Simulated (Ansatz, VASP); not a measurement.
**Two plane-wave programs on ZnS**

```
CELL_PARAMETERS angstrom
3.52347 0.00000 0.00000
-1.76174 3.05142 0.00000
0.00000 0.00000 7.51052
ATOMIC_POSITIONS crystal
Zn 0.33333 0.66667 0.00522
Zn 0.66667 0.33333 0.50522
S 0.33333 0.66667 0.37978
S 0.66667 0.33333 0.87978
```

Alike in both runs: task single point; functional PBE; k mesh 12 × 12 × 6; occupations gaussian, width 0.05 eV; no spin polarisation.

|  | VASP | Ansatz |
| --- | --- | --- |
| version | VASP 6.6.1 | Ansatz 0.2.0 |
| potentials or method | VASP PAW PBE potentials, release 64 (Zn, S), cutoff 520 eV | scalar-relativistic, plane waves, PAW |
| valence electrons in the cell | 36 | 36 |

```tsv
	VASP	Ansatz	Ansatz less VASP
gap on the k mesh at the Fermi level (eV)	0.61	0.62	+0.007
least direct gap on the mesh (eV)	0.61	0.62	+0.007
pressure (GPa)	6.5	6.3	-0.14
traceless stress, the component that is largest in VASP (GPa)	-16.33	-16.24	+0.095
rms of the force components (eV/Å)	0.222	0.213	-0.0089
```

Atom by atom the forces differ by 0.009 eV/Å (rms over components). With one functional, cell and mesh, what is left measures potentials, basis and numerics.
